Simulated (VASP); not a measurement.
Set up this calculation in VASP 6.6.1, as the native input.

| Quantity | Value |
| --- | --- |
| Task | single point |
| Functional | PBE |
| Dispersion | D3(BJ) |
| Potentials or basis | VASP PAW PBE potentials, release 64 (Sn_d, O) |
| Cutoff | 520 eV |
| k mesh | 7 × 7 × 1 |
| Occupations | gaussian, width 0.05 eV |
| Spin | no spin polarisation |
| Dipole correction | yes |
| Further INCAR settings | ALGO = Normal; EDIFF = 1e-06; NBANDS = 50 |

The structure of SnO lies in POSCAR:

```
SnO
1.0
    3.8201636883      0.0000000000      0.0000000000
    0.0000000000      3.8201636883      0.0000000000
    0.0000000000      0.0000000000     22.2260802162
Sn O
4 4
Direct
    0.7500000000      0.2500000000      0.2024648501
    0.2500000000      0.7500000000      0.3087831971
    0.7500000000      1.2500000000      0.4797535150
    1.2500000000      0.7500000000      0.5860718620
    0.2500000000      0.2500000000      0.2556240236
    0.7500000000      0.7500000000      0.2556240236
    1.2500000000      1.2500000000      0.5329126885
    0.7500000000      0.7500000000      0.5329126885
```

This cell differs from its parent crystal: layers slid over each other.

These files were run (other wordings do the same):

INCAR

```
PREC = Accurate
ENCUT = 520
EDIFF = 1E-6
ISMEAR = 0
SIGMA = 0.05
LREAL = F
LASPH = T
NELM = 100
ALGO = Normal
ISIF = 2
LWAVE = F
LCHARG = F
LDIPOL = T
IDIPOL = 3
DIPOL = 0.5 0.5 0.394
GGA = PE
IVDW = 12
NBANDS = 50
```

KPOINTS

```
regular mesh
0
Gamma
  7 7 1
```

Potentials or basis: VASP PAW PBE potentials, release 64 (Sn_d, O).

Run with:

```console
$ cat potpaw_PBE.64/Sn_d/POTCAR potpaw_PBE.64/O/POTCAR > POTCAR
$ mpirun -np 1 vasp_std > vasp.out
```

It gave:

| Property | Result |
| --- | --- |
| Largest force | 0.201 eV/Å |
| Band gap on the k mesh | 2.47 eV (least direct gap 2.52 eV) |
| Dispersion energy per atom | -0.160 eV |

Caveat: the cell differs from its parent crystal (layers slid over each other); spin-orbit coupling is left out, which moves the levels of the heavy elements.

It took 2.7 min on 1 thread of Intel(R) Xeon(R) 6975P-C (Granite Rapids), with other jobs on the host, peak memory 0.38 GiB.
